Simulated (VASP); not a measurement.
# Mg (I4/mmm) in VASP: notebook

Runs on Mg. Level: PBEsol. Tasks: relaxation of cell and atoms.

All numbers are computed with VASP 6.6.1; they aren't measurements. Logs are shortened: lines on timing, memory, paths and dates and some standing lists are left out, and cuts for length are marked.

## (1) The cell of the first run

The structure is tetragonal, space group I4/mmm (No. 139). The conventional cell has a = 3.672 Å, b = 3.672 Å, c = 3.359 Å, α = 90.00°, β = 90.00°, γ = 90.00°. Within 4.1 Å of Mg (site symmetry 4/mmm) lie 14 Mg at 3.09 to 3.67 Å.

## (2) Relaxation of cell and atoms, PBEsol, target pressure 10 GPa, at which the enthalpy is minimised

Contents of INCAR:

```
PREC = Accurate
ENCUT = 600
EDIFF = 1E-6
ISMEAR = -1
SIGMA = 0.1
LREAL = F
LASPH = T
NELM = 100
ALGO = Normal
ISIF = 3
LWAVE = F
LCHARG = F
GGA = PS
IBRION = 2
NSW = 80
EDIFFG = -0.01
PSTRESS = 100.0
```

Contents of KPOINTS:

```
Automatic mesh
0
Gamma
  13 13 13
```

Contents of POSCAR:

```
Mg
1.0
    3.0922690797     -0.0000000516     -0.0000000950
   -1.2681082513      2.8202889080     -0.0000000950
   -0.9120803345     -1.4101443049      2.5964842700
Mg
1
Direct
    0.0000000000      0.0000000000      0.0000000000
```

Potentials or basis: VASP PAW PBE potentials, release 64 (Mg).

Started as:

```console
$ cat potpaw_PBE.64/Mg/POTCAR > POTCAR
$ mpirun -np 1 vasp_std > vasp.out
```

OUTCAR:

```text
PREC = Accurate
   ENCUT = 600
   EDIFF = 1E-6
   ISMEAR = -1
   LREAL = F
   LASPH = T
   NELM = 100
   ISIF = 3
   GGA = PS
   IBRION = 2
   NSW = 80
   EDIFFG = -0.01
   PSTRESS = 100.0

 ion  position               nearest neighbor table
   1  0.000  0.000  0.000-

  LATTYP: Found a body centered tetragonal cell.
 ALAT       =     3.6719831348
 C/A-ratio  =     0.9147122938

  Lattice vectors:

 A1 = (   3.0922690797,  -0.0000000516,  -0.0000000950)
 A2 = (  -1.2681082513,   2.8202889080,  -0.0000000950)
 A3 = (  -0.9120803345,  -1.4101443049,   2.5964842700)

Analysis of symmetry for initial positions (statically):
=====================================================================
 Subroutine PRICEL returns:
 Original cell was already a primitive cell.

 Routine SETGRP: Setting up the symmetry group for a
 body centered tetragonal supercell.

 Subroutine GETGRP returns: Found 16 space group operations
 (whereof 16 operations were pure point group operations)
 out of a pool of 16 trial point group operations.

The static configuration has the point symmetry D_4h.

Analysis of symmetry for dynamics (positions and initial velocities):
=====================================================================
 Subroutine PRICEL returns:
 Original cell was already a primitive cell.

 Routine SETGRP: Setting up the symmetry group for a
 body centered tetragonal supercell.

 Subroutine GETGRP returns: Found 16 space group operations
 (whereof 16 operations were pure point group operations)
 out of a pool of 16 trial point group operations.

The dynamic configuration has the point symmetry D_4h.

 Subroutine INISYM returns: Found 16 space group operations
 (whereof 16 operations are pure point group operations),
 and found     1 'primitive' translations

----------------------------------------------------------------------------------------

                                     Primitive cell

  volume of cell :      22.6442

  direct lattice vectors                    reciprocal lattice vectors
     3.092269080 -0.000000052 -0.000000095     0.323387131  0.145407056  0.192568074
    -1.268108251  2.820288908 -0.000000095     0.000000012  0.354573615  0.192568074
    -0.912080335 -1.410144305  2.596484270     0.000000012  0.000000018  0.385136181

  length of vectors
     3.092269080  3.092269080  3.092269080     0.403490906  0.403490906  0.385136181

[... 87 lines left out ...]
   TEBEG  =    0.0;   TEEND  =   0.0 temperature during run
   PSTRESS=  100.0 pullay stress
   NELECT =       2.0000    total number of electrons
   NUPDOWN=      -1.0000    fix difference up-down
   EMIN   =  10.00;   EMAX   =-10.00  energy-range for DOS
   EFERMI =   0.00;   METHOD = LEGACY
   ISMEAR =    -1;   SIGMA  =   0.10  broadening in eV -4-tet -1-fermi 0-gaus
   EFERMI_NEDOS =   21; number of points for ismear=-14 and -15
   IALGO  =     38    algorithm
   IMIX   =      4    mixing-type and parameters
     AMIX     =   0.40;   BMIX     =  1.00
     AMIX_MAG =   1.60;   BMIX_MAG =  1.00
  volume/ion in A,a.u.               =      22.64       152.81
  Fermi-wavevector in a.u.,A,eV,Ry     =   0.729065  1.377732  7.231974  0.531535
  Thomas-Fermi vector in A             =   1.820694
   LORBIT       =      0    0 simple, 1 ext, 2 COOP (PROOUT), +10 PAW based schemes
   GGA     = PS    functional components
   LHFCALC =     F    Hartree Fock is set to
   AEXX    =    0.0000 exact exchange contribution
   IVDW    =     0    specifies the selected vdW correction
   LEPSILON=     F    determine dielectric tensor
   LRPA    =     F    only Hartree local field effects (RPA)
 conjugate gradient relaxation of ions
 non-spin polarized calculation
  energy-cutoff  :      600.00
  volume of cell :       22.64
 maximum number of plane-waves:       777
 NGX is ok and might be reduce to    28
   NGX = 13   NGY = 13   NGZ = 13

--------------------------------------- Ionic step        1  -------------------------------------------

 number of electron       2.0000000 magnetization

 Free energy of the ion-electron system (eV)
  ---------------------------------------------------
  ext. energy  EPLUGINS =         0.00000000
  ---------------------------------------------------
  free energy    TOTEN  =        -1.70319282 eV

  energy without entropy =       -1.68987070  energy(sigma->0) =       -1.69653176

------------------------ aborting loop because EDIFF is reached ----------------------------------------

  FORCE on cell =-STRESS in cart. coord.  units (eV):
  Direction    XX          YY          ZZ          XY          YZ          ZX
  --------------------------------------------------------------------------------------
  -------------------------------------------------------------------------------------
  Total       -0.0268500     -0.0142445     -0.0359164      0.0140173     -0.0000000     -0.0000000
  in kB       -1.8997554     -1.0078632     -2.5412444      0.9917899     -0.0000001     -0.0000001
  external PRESSURE =    -101.8162877 kB  Pullay stress =     100.0000000 kB
[... 246 lines left out ...]
--------------------------------------- Ionic step        8  -------------------------------------------

 number of electron       2.0000000 magnetization

 Free energy of the ion-electron system (eV)
  ---------------------------------------------------
  ext. energy  EPLUGINS =         0.00000000
  ---------------------------------------------------
  free energy    TOTEN  =        -1.60055147 eV

  energy without entropy =       -1.58836712  energy(sigma->0) =       -1.59445930

 E-fermi :   3.8009     XC(G=0):  -9.2107

 val. band max:        3.7967359912   @ k =  -0.3077  -0.4615   0.2308
 cond. band min:       3.8411789494   @ k =   0.3077   0.2308   0.1538
 fundamental gap:      0.0444429582
 Fermi energy:         3.8008665772

 k-point     1 :       0.0000    0.0000    0.0000
  band No.  band energies     occupation
      1      -4.1049      2.00000
      2      17.2091      0.00000
      3      18.8319      0.00000
      4      18.8319      0.00000
      5      19.6238      0.00000
[... 177 lines left out ...]
 k-point    24 :       0.4615    0.1538   -0.0000
  band No.  band energies     occupation
      1       1.8465      2.00000
      2       4.2816      0.01620
      3       9.3241      0.00000
      4      13.7181      0.00000
      5      16.7792      0.00000

 [... further k-points ...]

------------------------ aborting loop because EDIFF is reached ----------------------------------------

  FORCE on cell =-STRESS in cart. coord.  units (eV):
  Direction    XX          YY          ZZ          XY          YZ          ZX
  --------------------------------------------------------------------------------------
  -------------------------------------------------------------------------------------
  Total        1.1655347      1.1670706      1.1644300      0.0017079     -0.0000000     -0.0000000
  in kB      100.0029083    100.1346900     99.9081251      0.1465420     -0.0000000     -0.0000000
  external PRESSURE =       0.0152411 kB  Pullay stress =     100.0000000 kB
[... 20 lines left out ...]
  energy  without entropy=       -1.5883671178  energy(sigma->0) =       -1.59445930

  enthalpy is  TOTEN    =        -0.4350506461 eV   P V=        1.1655008275

 reached required accuracy - stopping structural energy minimisation
```

Run time: 52 s. Hardware: 1 thread of AMD EPYC 9R45 (Zen 5), shared host; peak memory 0.15 GiB.

What came out:

| Property | Result |
| --- | --- |
| Free energy | -1.6006 eV |
| Relaxed volume | 18.67 Å³/atom |
| Relaxed cell | a = 2.898 Å, b = 2.898 Å, c = 2.898 Å, α = 107.66°, β = 107.66°, γ = 113.16° |
| Space group after relaxing (to 0.1 Å) | I4/mmm (No. 139) |
| Energy change on relaxing (the run minimises the enthalpy) | +102.6 meV/atom |
| Ionic steps | 8 |
| Pressure after relaxing | 10.0 GPa |
| Band gap on the k mesh | zero (bands 1 and 2 overlap by 4.51 eV) |

The path:
```tsv
step	energy change (eV)	largest force (eV/Å)	pressure (GPa)	volume (Å³)
1	0.0000	0.0000	-0.18	22.64
2	0.1323	0.0000	11.80	18.25
3	0.1035	0.0000	10.06	18.67
4	0.0989	0.0000	9.77	18.75
5	0.0989	0.0000	9.77	18.74
6	0.0995	0.0000	9.80	18.72
7	0.1052	0.0000	10.16	18.63
8	0.1026	0.0000	10.00	18.67
```

Final structure:
```xyz
1
Lattice="2.8977 0.0266 0.0000 -1.1640 2.6537 0.0000 -0.8668 -1.3402 2.4186" Properties=species:S:1:pos:R:3 pbc="T T T"
Mg    0.0000    0.0000    0.0000
```

Caveat: the cell is relaxed towards a set pressure, so the run minimises the enthalpy, not the energy; the volume moved by over 15 % at a fixed basis, so the end points are rough; the PAW data sets were made with another functional, which shifts forces and pressure a little.

## (3) Relaxation of cell and atoms, PBEsol, target pressure 20 GPa, at which the enthalpy is minimised

Contents of INCAR:

```
SYSTEM = Mg
ALGO     = Normal         ! electronic algorithm
EDIFF    = 1E-6           ! SCF threshold, eV
EDIFFG   = -0.01          ! ionic threshold
ENCUT    = 600            ! plane-wave cutoff, eV
GGA      = PS             ! functional
IBRION   = 2              ! ionic algorithm
ISIF     = 3              ! what is computed and relaxed
ISMEAR   = -1             ! smearing method
LASPH    = .True.         ! aspherical terms in the spheres
LCHARG   = .False.        ! write CHGCAR
LREAL    = .False.        ! projectors in reciprocal space
LWAVE    = .False.        ! write WAVECAR
NELM     = 100            ! most SCF steps
NSW      = 80             ! ionic steps
PREC     = Accurate       ! precision mode
PSTRESS  = 200.0        
SIGMA    = 0.1            ! smearing width, eV
```

Contents of KPOINTS:

```
k-points
0
Gamma
  13 13 13
  0 0 0
```

POSCAR is that of step 2.

Potentials or basis: VASP PAW PBE potentials, release 64 (Mg).

Started as:

```console
$ cat potpaw_PBE.64/Mg/POTCAR > POTCAR
$ mpirun -np 1 vasp_std > vasp.out
```

OUTCAR:

```text
SYSTEM = Mg
   EDIFF = 1E-6
   EDIFFG = -0.01
   ENCUT = 600
   GGA = PS
   IBRION = 2
   ISIF = 3
   ISMEAR = -1
   LASPH = .True.
   LREAL = .False.
   NELM = 100
   NSW = 80
   PREC = Accurate
   PSTRESS = 200.0

 ion  position               nearest neighbor table
   1  0.000  0.000  0.000-

  LATTYP: Found a body centered tetragonal cell.
 ALAT       =     3.6719831348
 C/A-ratio  =     0.9147122938

  Lattice vectors:

 A1 = (   3.0922690797,  -0.0000000516,  -0.0000000950)
 A2 = (  -1.2681082513,   2.8202889080,  -0.0000000950)
 A3 = (  -0.9120803345,  -1.4101443049,   2.5964842700)

Analysis of symmetry for initial positions (statically):
=====================================================================
 Subroutine PRICEL returns:
 Original cell was already a primitive cell.

 Routine SETGRP: Setting up the symmetry group for a
 body centered tetragonal supercell.

 Subroutine GETGRP returns: Found 16 space group operations
 (whereof 16 operations were pure point group operations)
 out of a pool of 16 trial point group operations.

The static configuration has the point symmetry D_4h.

Analysis of symmetry for dynamics (positions and initial velocities):
=====================================================================
 Subroutine PRICEL returns:
 Original cell was already a primitive cell.

 Routine SETGRP: Setting up the symmetry group for a
 body centered tetragonal supercell.

 Subroutine GETGRP returns: Found 16 space group operations
 (whereof 16 operations were pure point group operations)
 out of a pool of 16 trial point group operations.

The dynamic configuration has the point symmetry D_4h.

 Subroutine INISYM returns: Found 16 space group operations
 (whereof 16 operations are pure point group operations),
 and found     1 'primitive' translations

----------------------------------------------------------------------------------------

                                     Primitive cell
[... 76 lines left out ...]
   ions per type =               1
   NGX,Y,Z   is equivalent  to a cutoff of  15.05, 15.05, 15.05 a.u.
   NGXF,Y,Z  is equivalent  to a cutoff of  30.11, 30.11, 30.11 a.u.
 SYSTEM =  Mg
   PREC   = accura    normal or accurate (medium, high low for compatibility)
   ISTART =      0    job   : 0-new  1-cont  2-samecut
   ICHARG =      2    charge: 1-file 2-atom 10-const
   ISPIN  =      1    spin polarized calculation?
   LNONCOLLINEAR =      F non collinear calculations
   LSORBIT =      F    spin-orbit coupling
   LASPH  =      T    aspherical Exc in radial PAW
   ENCUT  =  600.0 eV  44.10 Ry    6.64 a.u.   6.18  6.18  6.18*2*pi/ulx,y,z
   NELM   =    100;   NELMIN=  2; NELMDL= -5     # of ELM steps
   EDIFF  = 0.1E-05   stopping-criterion for ELM
   LREAL  =      F    real-space projection
   EDIFFG = -.1E-01   stopping-criterion for IOM
   NSW    =     80    number of steps for IOM
   IBRION =      2    ionic relax: 0-MD 1-quasi-New 2-CG
   NFREE  =      1    steps in history (QN), initial steepest desc. (CG)
   ISIF   =      3    stress and relaxation
   ISYM   =      2    0-nonsym 1-usesym 2-fastsym
   POTIM  = 0.5000    time-step for ionic-motion
   TEBEG  =    0.0;   TEEND  =   0.0 temperature during run
   PSTRESS=  200.0 pullay stress
   NELECT =       2.0000    total number of electrons
   NUPDOWN=      -1.0000    fix difference up-down
   EMIN   =  10.00;   EMAX   =-10.00  energy-range for DOS
   EFERMI =   0.00;   METHOD = LEGACY
   ISMEAR =    -1;   SIGMA  =   0.10  broadening in eV -4-tet -1-fermi 0-gaus
   EFERMI_NEDOS =   21; number of points for ismear=-14 and -15
   IALGO  =     38    algorithm
   IMIX   =      4    mixing-type and parameters
     AMIX     =   0.40;   BMIX     =  1.00
     AMIX_MAG =   1.60;   BMIX_MAG =  1.00
  volume/ion in A,a.u.               =      22.64       152.81
  Fermi-wavevector in a.u.,A,eV,Ry     =   0.729065  1.377732  7.231974  0.531535
  Thomas-Fermi vector in A             =   1.820694
   LORBIT       =      0    0 simple, 1 ext, 2 COOP (PROOUT), +10 PAW based schemes
   GGA     = PS    functional components
   LHFCALC =     F    Hartree Fock is set to
   AEXX    =    0.0000 exact exchange contribution
   IVDW    =     0    specifies the selected vdW correction
   LEPSILON=     F    determine dielectric tensor
   LRPA    =     F    only Hartree local field effects (RPA)
 conjugate gradient relaxation of ions
 non-spin polarized calculation
  energy-cutoff  :      600.00
  volume of cell :       22.64
 maximum number of plane-waves:       777
 NGX is ok and might be reduce to    28
   NGX = 13   NGY = 13   NGZ = 13

--------------------------------------- Ionic step        1  -------------------------------------------

 number of electron       2.0000000 magnetization

 Free energy of the ion-electron system (eV)
  ---------------------------------------------------
  ext. energy  EPLUGINS =         0.00000000
  ---------------------------------------------------
  free energy    TOTEN  =        -1.70319282 eV

  energy without entropy =       -1.68987070  energy(sigma->0) =       -1.69653176

 E-fermi :   2.6997     XC(G=0):  -8.5790

 val. band max:        2.6585523781   @ k =   0.4615  -0.0000  -0.0000
 cond. band min:       2.7229224636   @ k =  -0.3077  -0.4615   0.2308
 fundamental gap:      0.0643700855
 Fermi energy:         2.6997480354
[... 651 lines left out ...]
--------------------------------------- Ionic step        8  -------------------------------------------

 number of electron       2.0000000 magnetization

 Free energy of the ion-electron system (eV)
  ---------------------------------------------------
  ext. energy  EPLUGINS =         0.00000000
  ---------------------------------------------------
  free energy    TOTEN  =        -1.41797835 eV

  energy without entropy =       -1.40596465  energy(sigma->0) =       -1.41197150

 E-fermi :   4.5348     XC(G=0):  -9.6053

 val. band max:        4.5164334086   @ k =  -0.0769  -0.4615   0.0769
 cond. band min:       4.5781605132   @ k =  -0.4615   0.4615   0.1538
 fundamental gap:      0.0617271046
 Fermi energy:         4.5348458029
[... 224 lines left out ...]
  energy  without entropy=       -1.4059646453  energy(sigma->0) =       -1.41197150

  enthalpy is  TOTEN    =         0.6631491941 eV   P V=        2.0811275460

 reached required accuracy - stopping structural energy minimisation
```

CONTCAR:

```text
Mg
   1.00000000000000
     2.7895046285847003    0.0352106650638687   -0.0000000873994370
    -1.1118338565592312    2.5585936253601500   -0.0000000873702225
    -0.8388353147278190   -1.2969020349036573    2.3231393180186863
  Mg
     1
Direct
     0.0000000000000000    1.0000000000000000    0.0000000000000000

  0.00000000E+00  0.00000000E+00  0.00000000E+00
```

Wall time 56 s (1 thread of AMD EPYC 9R45 (Zen 5), shared host); peak memory 0.16 GiB.

Results:

- Free energy: -1.4180 eV
- Relaxed volume: 16.67 Å³/atom
- Relaxed cell: a = 2.790 Å, b = 2.790 Å, c = 2.790 Å, α = 107.85°, β = 107.85°, γ = 112.76°
- Space group after relaxing (to 0.1 Å): I4/mmm (No. 139)
- Energy change on relaxing (the run minimises the enthalpy): +285.2 meV/atom
- Ionic steps: 8
- Pressure after relaxing: 20.0 GPa
- Band gap on the k mesh: zero (bands 1 and 2 overlap by 4.49 eV)

The path:
```csv
step,energy change (eV),largest force (eV/Å),pressure (GPa),volume (Å³)
1,0.0000,0.0000,-0.18,22.64
2,0.6676,0.0000,38.39,14.52
3,0.2816,0.0000,19.87,16.71
4,0.2951,0.0000,20.55,16.61
5,0.2781,0.0000,19.70,16.74
6,0.2707,0.0000,19.32,16.79
7,0.2815,0.0000,19.86,16.70
8,0.2852,0.0000,20.04,16.67
```

Final structure:
```cif
data_structure
_symmetry_space_group_name_H-M 'P 1'
_symmetry_Int_Tables_number 1
_cell_length_a 2.7897
_cell_length_b 2.7897
_cell_length_c 2.7897
_cell_angle_alpha 107.850
_cell_angle_beta 107.850
_cell_angle_gamma 112.764
_cell_volume 16.67
loop_
_atom_site_label
_atom_site_type_symbol
_atom_site_fract_x
_atom_site_fract_y
_atom_site_fract_z
_atom_site_occupancy
Mg1 Mg 0.00000 0.00000 0.00000 1
```

Levels at points of the mesh, in eV from the Fermi level:
```
           k point  band 1  band 2  band 3  band 4  band 5
(0.00, 0.00, 0.00)   -8.46   14.30   15.86   15.86   16.86
```

Caveat: the cell is relaxed towards a set pressure, so the run minimises the enthalpy, not the energy; the volume moved by over 15 % at a fixed basis, so the end points are rough; the PAW data sets were made with another functional, which shifts forces and pressure a little.

The gap in the log of VASP goes by the Fermi energy; the results here count the filled bands.